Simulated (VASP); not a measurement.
# C (Fmmm) in VASP: further runs

C is run at these levels: PBE+D3(BJ); tasks: single point.

Everything below comes from runs of VASP 6.6.1. Logs are shortened: lines on timing, memory, paths and dates and some standing lists are left out, and cuts for length are marked.

## Step 1: The cell of the first run

The structure is orthorhombic, space group Fmmm (No. 69). The conventional cell has a = 2.514 Å, b = 4.352 Å, c = 6.929 Å, α = 90.00°, β = 90.00°, γ = 90.00°. Within 1.8 Å of C (site symmetry m2m) lie 3 C at 1.38 to 1.60 Å.

## Step 2: Single point, PBE+D3(BJ) (atoms shifted along a free coordinate)

Contents of INCAR:

```
SYSTEM = C
ALGO = Normal
EDIFF = 1E-6
ENCUT = 520
GGA = PE
ISIF = 2
ISMEAR = 0
IVDW = 12
LASPH = .TRUE.
LCHARG = .TRUE.
LELF = .TRUE.
LREAL = .FALSE.
LVHAR = .TRUE.
LWAVE = .FALSE.
NBANDS = 11
NELM = 60
PREC = Accurate
SIGMA = 0.03
```

Contents of KPOINTS:

```
k-points
0
G
  16 16 16
  0 0 0
```

Contents of POSCAR:

```
C
1.0
    0.0000000000      2.1759733913      3.4645497982
    1.2569692796      0.0000000000      3.4645497982
    1.2569692796      2.1759733913      0.0000000000
C
2
Direct
    0.1842684003      0.8157315997      0.1842684003
    0.8157315997      0.1842684003      0.8157315997
```

Potentials or basis: VASP PAW PBE potentials, release 64 (C).

Command:

```sh
$ cat potpaw_PBE.64/C/POTCAR > POTCAR
$ mpirun -np 1 vasp_std > vasp.out
```

OUTCAR:

```text
SYSTEM = C
   EDIFF = 1E-6
   ENCUT = 520
   GGA = PE
   ISIF = 2
   ISMEAR = 0
   IVDW = 12
   LASPH = .TRUE.
   LREAL = .FALSE.
   NELM = 60
   PREC = Accurate
 IVDW          = 12

 ion  position               nearest neighbor table
   1  0.184  0.816  0.184-   2 1.38   2 1.38   2 1.60
   2  0.816  0.184  0.816-   1 1.38   1 1.38   1 1.60

  LATTYP: Found a face centered orthorhombic cell.
 ALAT       =     2.5139385592
 B/A-ratio  =     1.7311269469
 C/A-ratio  =     2.7562724519

  Lattice vectors:

 A1 = (   0.0000000000,   2.1759733913,   3.4645497982)
 A2 = (   1.2569692796,   0.0000000000,   3.4645497982)
 A3 = (   1.2569692796,   2.1759733913,   0.0000000000)

Analysis of symmetry for initial positions (statically):
=====================================================================
 Subroutine PRICEL returns:
 Original cell was already a primitive cell.

 Routine SETGRP: Setting up the symmetry group for a
 face centered orthorhombic supercell.

 Subroutine GETGRP returns: Found  8 space group operations
 (whereof  8 operations were pure point group operations)
 out of a pool of  8 trial point group operations.

The static configuration has the point symmetry D_2h.

Analysis of symmetry for dynamics (positions and initial velocities):
=====================================================================
 Subroutine PRICEL returns:
 Original cell was already a primitive cell.

 Routine SETGRP: Setting up the symmetry group for a
 face centered orthorhombic supercell.

 Subroutine GETGRP returns: Found  8 space group operations
 (whereof  8 operations were pure point group operations)
 out of a pool of  8 trial point group operations.

The dynamic configuration has the point symmetry D_2h.

 Subroutine INISYM returns: Found  8 space group operations
 (whereof  8 operations are pure point group operations),
 and found     1 'primitive' translations

----------------------------------------------------------------------------------------

                                     Primitive cell

  volume of cell :      18.9520

  direct lattice vectors                    reciprocal lattice vectors
     0.000000000  2.175973391  3.464549798    -0.397782196  0.229782222  0.144318895
     1.256969280  0.000000000  3.464549798     0.397782196 -0.229782222  0.144318895
     1.256969280  2.175973391  0.000000000     0.397782196  0.229782222 -0.144318895

  length of vectors
     4.091205874  3.685522632  2.512932942     0.481516862  0.481516862  0.481516862

  position of ions in fractional coordinates (direct lattice)
     0.184268400  0.815731600  0.184268400
     0.815731600  0.184268400  0.815731600

  ion indices of the primitive-cell ions
   primitive index   ion index
                 1           1
                 2           2

----------------------------------------------------------------------------------------

 KPOINTS: k-points

Automatic generation of k-mesh.
 Grid dimensions read from file:
 generate k-points for:   16   16   16

 Generating k-lattice:

  Cartesian coordinates                     Fractional coordinates (reciprocal lattice)
    -0.024861387  0.014361389  0.009019931     0.062500000  0.000000000  0.000000000
     0.024861387 -0.014361389  0.009019931     0.000000000  0.062500000  0.000000000
     0.024861387  0.014361389 -0.009019931    -0.000000000 -0.000000000  0.062500000

  Length of vectors
     0.030094804  0.030094804  0.030094804

  Shift w.r.t. Gamma in fractional coordinates (k-lattice)
     0.000000000  0.000000000  0.000000000

 Subroutine IBZKPT returns following result:
 ===========================================

 Found    621 irreducible k-points:

 Following reciprocal coordinates:
            Coordinates               Weight
  0.000000  0.000000  0.000000      1.000000
  0.062500  0.000000 -0.000000      8.000000
  0.125000  0.000000 -0.000000      8.000000
  0.187500 -0.000000 -0.000000      8.000000
  0.250000  0.000000 -0.000000      8.000000
  0.312500  0.000000 -0.000000      8.000000
[... 16 lines left out ...]
 -0.125000  0.062500  0.000000      8.000000
 -0.062500  0.062500  0.000000      4.000000
 [... further k-points ...]
   k-points           NKPTS =    621   k-points in BZ     NKDIM =    621   number of bands    NBANDS=     11
   number of dos      NEDOS =    301   number of ions     NIONS =      2
   total plane-waves  NPLWV =  16800
   dimension x,y,z NGX =    30 NGY =   28 NGZ =   20
   dimension x,y,z NGXF=    60 NGYF=   56 NGZF=   40
   ions per type =               2
   NGX,Y,Z   is equivalent  to a cutoff of  12.19, 12.63, 13.23 a.u.
   NGXF,Y,Z  is equivalent  to a cutoff of  24.38, 25.26, 26.46 a.u.
 SYSTEM =  C
   PREC   = accura    normal or accurate (medium, high low for compatibility)
   ISTART =      0    job   : 0-new  1-cont  2-samecut
   ICHARG =      2    charge: 1-file 2-atom 10-const
   ISPIN  =      1    spin polarized calculation?
   LNONCOLLINEAR =      F non collinear calculations
   LSORBIT =      F    spin-orbit coupling
   LASPH  =      T    aspherical Exc in radial PAW
   ENCUT  =  520.0 eV  38.22 Ry    6.18 a.u.   7.61  6.85  4.67*2*pi/ulx,y,z
   NELM   =     60;   NELMIN=  2; NELMDL= -5     # of ELM steps
   EDIFF  = 0.1E-05   stopping-criterion for ELM
   LREAL  =      F    real-space projection
   EDIFFG = 0.1E-04   stopping-criterion for IOM
   NSW    =      0    number of steps for IOM
   IBRION =     -1    ionic relax: 0-MD 1-quasi-New 2-CG
   NFREE  =      0    steps in history (QN), initial steepest desc. (CG)
   ISIF   =      2    stress and relaxation
   ISYM   =      2    0-nonsym 1-usesym 2-fastsym
   POTIM  = 0.5000    time-step for ionic-motion
   TEBEG  =    0.0;   TEEND  =   0.0 temperature during run
   PSTRESS=    0.0 pullay stress
   NELECT =       8.0000    total number of electrons
   NUPDOWN=      -1.0000    fix difference up-down
   EMIN   =  10.00;   EMAX   =-10.00  energy-range for DOS
   EFERMI =   0.00;   METHOD = LEGACY
   ISMEAR =     0;   SIGMA  =   0.03  broadening in eV -4-tet -1-fermi 0-gaus
   EFERMI_NEDOS =   21; number of points for ismear=-14 and -15
   IALGO  =     38    algorithm
   IMIX   =      4    mixing-type and parameters
     AMIX     =   0.40;   BMIX     =  1.00
     AMIX_MAG =   1.60;   BMIX_MAG =  1.00
  volume/ion in A,a.u.               =       9.48        63.95
  Fermi-wavevector in a.u.,A,eV,Ry     =   1.228061  2.320698 20.519394  1.508133
  Thomas-Fermi vector in A             =   2.363000
   LORBIT       =      0    0 simple, 1 ext, 2 COOP (PROOUT), +10 PAW based schemes
   GGA     = PE    functional components
   LHFCALC =     F    Hartree Fock is set to
   AEXX    =    0.0000 exact exchange contribution
   IVDW    =    12    specifies the selected vdW correction
   LEPSILON=     F    determine dielectric tensor
   LRPA    =     F    only Hartree local field effects (RPA)
 non-spin polarized calculation
 Gauss-broadening in eV      SIGMA  =   0.03
  energy-cutoff  :      520.00
  volume of cell :       18.95
 maximum number of plane-waves:       527
   NGX = 15   NGY = 13   NGZ =  9

 number of electron       8.0000000 magnetization

 Free energy of the ion-electron system (eV)
  ---------------------------------------------------
  ext. energy  EPLUGINS =         0.00000000
  ---------------------------------------------------
  free energy    TOTEN  =       -17.90639724 eV

  energy without entropy =      -17.90636429  energy(sigma->0) =      -17.90638077

 E-fermi :   3.9742     XC(G=0):  -9.9726

 val. band max:        3.9724944253   @ k =  -0.3125   0.0000   0.3125
 cond. band min:       3.9758843927   @ k =  -0.3125   0.0000   0.3125
 fundamental gap:      0.0033899674
 Fermi energy:         3.9741894081

 k-point     1 :       0.0000    0.0000    0.0000
  band No.  band energies     occupation
      1     -15.1458      2.00000
      2      -2.3272      2.00000
      3      -1.0659      2.00000
      4       3.3816      2.00000
      5       8.3360      0.00000
      6       9.1710      0.00000
      7      14.8783      0.00000
      8      15.0200      0.00000
      9      15.5180      0.00000
     10      25.6215      0.00000
     11      28.2625      0.00000

 k-point     2 :       0.0625    0.0000   -0.0000
  band No.  band energies     occupation
      1     -15.0556      2.00000
      2      -2.2432      2.00000
      3      -1.3050      2.00000
      4       3.0438      2.00000
      5       8.4776      0.00000
      6       9.4482      0.00000
      7      14.5230      0.00000
      8      15.1335      0.00000
      9      15.7425      0.00000
     10      25.9385      0.00000
     11      27.8500      0.00000

 k-point     3 :       0.1250    0.0000   -0.0000
  band No.  band energies     occupation
      1     -14.7855      2.00000
      2      -1.9902      2.00000
      3      -1.9743      2.00000
      4       2.2242      2.00000
      5       8.9148      0.00000
      6      10.0306      0.00000
      7      13.5447      0.00000
      8      15.4402      0.00000
      9      16.4903      0.00000
     10      26.3348      0.00000
     11      26.8058      0.00000
[... 267 lines left out ...]
 k-point    23 :      -0.1250    0.0625    0.0000
  band No.  band energies     occupation
      1     -14.3544      2.00000
      2      -2.9680      2.00000
      3      -1.4205      2.00000
      4       1.2438      2.00000
      5       9.3211      0.00000
      6      10.4950      0.00000
      7      12.0998      0.00000
      8      16.1694      0.00000
      9      17.6482      0.00000
     10      24.5419      0.00000
     11      27.8500      0.00000

 k-point    24 :      -0.0625    0.0625    0.0000
  band No.  band energies     occupation
      1     -14.7939      2.00000
      2      -1.9729      2.00000
      3      -1.9133      2.00000
      4       2.2232      2.00000
      5       8.7490      0.00000
      6      10.0258      0.00000
      7      13.5328      0.00000
      8      15.4455      0.00000
      9      16.4998      0.00000
     10      26.3782      0.00000
     11      26.7925      0.00000

 [... further k-points ...]

------------------------ aborting loop because EDIFF is reached ----------------------------------------

 Edisp (eV)   -0.29759

 E8    (eV) :    -0.0840

  FORCE on cell =-STRESS in cart. coord.  units (eV):
  Direction    XX          YY          ZZ          XY          YZ          ZX
  --------------------------------------------------------------------------------------
  -------------------------------------------------------------------------------------
  Total      -0.35821    -2.17387    -0.06929     0.00000     0.00000     0.00000
  in kB     -30.28237  -183.77584    -5.85745     0.00000     0.00000     0.00000
  external pressure =      -73.31 kB  Pullay stress =        0.00 kB

 VOLUME and BASIS-vectors are now :
 -----------------------------------------------------------------------------
  energy-cutoff  :      520.00
  volume of cell :       18.95
      direct lattice vectors                 reciprocal lattice vectors
     0.000000000  2.175973391  3.464549798    -0.397782196  0.229782222  0.144318895
     1.256969280  0.000000000  3.464549798     0.397782196 -0.229782222  0.144318895
     1.256969280  2.175973391  0.000000000     0.397782196  0.229782222 -0.144318895

 POSITION                                       TOTAL-FORCE (eV/Angst)
 -----------------------------------------------------------------------------------
      1.25697      0.80193      3.46455         0.000000     -5.809980      0.000000
      1.25697      3.55002      3.46455         0.000000      5.809980      0.000000
 -----------------------------------------------------------------------------------
    total drift:                               -0.000000     -0.000000     -0.000000

  FREE ENERGIE OF THE ION-ELECTRON SYSTEM (eV)
  ---------------------------------------------------
  free  energy   TOTEN  =       -18.2039891149 eV

  energy  without entropy=      -18.2039561622  energy(sigma->0) =      -18.20397264
```

Run time: 77 s. Hardware: 1 thread of Intel Xeon Platinum 8488C (Sapphire Rapids), shared host; peak memory 0.23 GiB.

What came out:

```yaml
Free_energy: -18.2040 eV
Pressure: -7.3 GPa
Largest_force: 5.810 eV/Å
Band_gap_on_the_k_mesh: zero (filled and empty bands touch)
Dispersion_energy_per_atom: -0.149 eV
```

Forces in eV/Å, atoms in the order of the input:
```
C    0.000 -5.810  0.000
C    0.000  5.810  0.000
```

Levels at points of the mesh, in eV from the Fermi level:
```csv
k point,band 1,band 2,band 3,band 4,band 5,band 6,band 7,band 8
"(0.00, 0.00, 0.00)",-19.12,-6.30,-5.04,-0.59,4.36,5.20,10.90,11.05
"(0.50, 0.00, 0.00)",-13.89,-13.41,-5.39,-1.74,0.94,6.33,12.40,13.09
"(0.50, 0.50, 0.00)",-18.88,-7.99,-5.06,-0.57,5.25,10.00,10.93,11.08
"(0.50, 0.00, 0.50)",-14.60,-11.68,-7.27,-2.53,4.23,6.66,10.86,11.78
"(0.00, 0.50, 0.50)",-14.43,-11.52,-7.31,-3.64,2.67,6.34,12.89,16.48
```

Caveat: the cell differs from its parent crystal (atoms shifted along a free coordinate); the stress differs along the axes, from -18 to -1 GPa; forces of over 1 eV/Å act on the atoms, so gaps and moduli don't describe the material at rest.

## Step 3: Single point, PBE+D3(BJ) (atoms shifted along a free coordinate)

Contents of INCAR:

```
PREC = Accurate ; ENCUT = 520
EDIFF = 1E-6 ; ISMEAR = 0
SIGMA = 0.03 ; LREAL = F
LASPH = T ; NELM = 80
ALGO = Normal ; ISIF = 2
LWAVE = F ; LCHARG = F
GGA = PE ; IVDW = 12
NBANDS = 11
```

Contents of KPOINTS:

```
regular mesh
0
Gamma
  16 16 16
```

Contents of POSCAR:

```
C
1.0
    0.0000000000      2.1759733913      3.4645497982
    1.2569692796      0.0000000000      3.4645497982
    1.2569692796      2.1759733913      0.0000000000
C
2
Direct
    0.1491248011      0.8508751989      0.1491248011
    0.8508751989      0.1491248011      0.8508751989
```

Potentials or basis: VASP PAW PBE potentials, release 64 (C).

Command:

```sh
$ cat potpaw_PBE.64/C/POTCAR > POTCAR
$ mpirun -np 1 vasp_std > vasp.out
```

Run time: 76 s. Hardware: 1 thread of Intel Xeon Platinum 8488C (Sapphire Rapids), shared host; peak memory 0.23 GiB.

Results (log left out):

| Property | Result |
| --- | --- |
| Free energy | -18.0796 eV |
| Pressure | -4.1 GPa |
| Largest force | 8.299 eV/Å |
| Band gap on the k mesh | zero (bands 4 and 5 overlap by 0.48 eV) |
| Dispersion energy per atom | -0.149 eV |

Forces in eV/Å, atoms in the order of the input:
```
C    0.000  8.299  0.000
C    0.000 -8.299  0.000
```

Stress tensor (GPa, compression positive):
```
-18.92   0.00   0.00
  0.00   7.38   0.00
  0.00   0.00  -0.89
```

Levels at points of the mesh, in eV from the Fermi level:
| k point | band 2 | band 3 | band 4 | band 5 | band 6 | band 7 |
| --- | --- | --- | --- | --- | --- | --- |
| (0.00, 0.00, 0.00) | -6.03 | -4.63 | -0.38 | 4.65 | 5.59 | 10.19 |
| (0.50, 0.00, 0.00) | -11.84 | -6.05 | -2.48 | 2.91 | 6.22 | 12.39 |
| (0.50, 0.50, 0.00) | -7.70 | -4.60 | -0.42 | 5.53 | 10.02 | 10.25 |
| (0.50, 0.00, 0.50) | -13.08 | -5.04 | 0.00 | 0.91 | 7.87 | 10.92 |
| (0.00, 0.50, 0.50) | -12.89 | -5.09 | -1.39 | -0.18 | 7.55 | 13.94 |

Caveat: the cell differs from its parent crystal (atoms shifted along a free coordinate); the stress differs along the axes, from -19 to 7 GPa; forces of over 1 eV/Å act on the atoms, so gaps and moduli don't describe the material at rest.

## Step 4: Single point, PBE+D3(BJ) (atoms shifted along a free coordinate)

Contents of INCAR:

```
SYSTEM = C
PREC     = Accurate       ! precision mode
ENCUT    = 520            ! plane-wave cutoff, eV
EDIFF    = 1E-7           ! SCF threshold, eV
ISMEAR   = 0              ! smearing method
SIGMA    = 0.03           ! smearing width, eV
LREAL    = .False.        ! projectors in reciprocal space
LASPH    = .True.         ! aspherical terms in the spheres
NELM     = 80             ! most SCF steps
ALGO     = Normal         ! electronic algorithm
ISIF     = 2              ! what is computed and relaxed
LWAVE    = .False.        ! write WAVECAR
LCHARG   = .True.         ! write CHGCAR
GGA      = PE             ! functional
IVDW     = 12             ! dispersion correction
LELF     = .True.         ! ELF
LVHAR    = .True.       
NBANDS   = 11             ! bands
```

Contents of KPOINTS:

```
regular mesh
0
Gamma
  16 16 16
  0 0 0
```

Contents of POSCAR:

```
C
1.0
    0.0000000000      2.1759733913      3.4645497982
    1.2569692796      0.0000000000      3.4645497982
    1.2569692796      2.1759733913      0.0000000000
C
2
Direct
    0.1315530015      0.8684469985      0.1315530015
    0.8684469985      0.1315530015      0.8684469985
```

Command:

```sh
$ cat potpaw_PBE.64/C/POTCAR > POTCAR
$ mpirun -np 1 vasp_std > vasp.out
```

Run time: 88 s. Hardware: 1 thread of Intel Xeon Platinum 8488C (Sapphire Rapids), shared host; peak memory 0.22 GiB.

The run converged. Its results:

```
Free energy                : -15.8829 eV
Pressure                   : 34.4 GPa
Largest force              : 22.516 eV/Å
Band gap on the k mesh     : zero (bands 4 and 5 overlap by 2.19 eV)
Dispersion energy per atom : -0.150 eV
```

Forces in eV/Å, atoms in the order of the input:
```
C     0.000  22.516   0.000
C     0.000 -22.516   0.000
```

Stress tensor (GPa, compression positive):
```
 -9.75   0.00   0.00
  0.00 114.70   0.00
  0.00   0.00  -1.65
```

Levels at points of the mesh, in eV from the Fermi level:
```
           k point  band 2  band 3  band 4  band 5  band 6  band 7
(0.00, 0.00, 0.00)   -7.27   -7.10    1.06    1.96    3.77    8.59
(0.50, 0.00, 0.00)  -12.26   -6.74   -4.26    3.00    3.43   11.47
(0.50, 0.50, 0.00)   -8.86   -7.04    1.01    1.91    8.48    8.86
(0.50, 0.00, 0.50)  -13.27   -5.70   -1.85    0.47    7.20    9.15
(0.00, 0.50, 0.50)  -13.07   -5.76   -2.74   -1.13    6.97   13.05
```

Caveat: the cell differs from its parent crystal (atoms shifted along a free coordinate); the stress differs along the axes, from -10 to 115 GPa; forces of over 1 eV/Å act on the atoms, so gaps and moduli don't describe the material at rest.

## Step 5: The runs side by side

```csv
cell,gap on the mesh (eV),pressure (GPa),largest force (eV/Å)
"as given, atomic positions A",none,-7.3,5.81
"as given, atomic positions B",none,-4.1,8.30
"as given, atomic positions C",none,34.4,22.52
```

Alike in all rows: task single point; level PBE+D3(BJ); potentials or basis VASP PAW PBE potentials, release 64 (C); no spin polarisation; k mesh 16 × 16 × 16; cutoff (eV) 520; smearing gaussian 0.03 eV.

Caveats: forces of over 1 eV/Å act on the atoms, so gaps and moduli don't describe the material at rest; the stress differs along the axes, from -18 to -1 GPa (at least some runs); the stress differs along the axes, from -19 to 7 GPa (at least some runs); the stress differs along the axes, from -10 to 115 GPa (at least some runs).

Total energies depend on the potentials used, so only differences within one code and one set of settings carry meaning.

The gap in the log of VASP goes by the Fermi energy; the results here count the filled bands.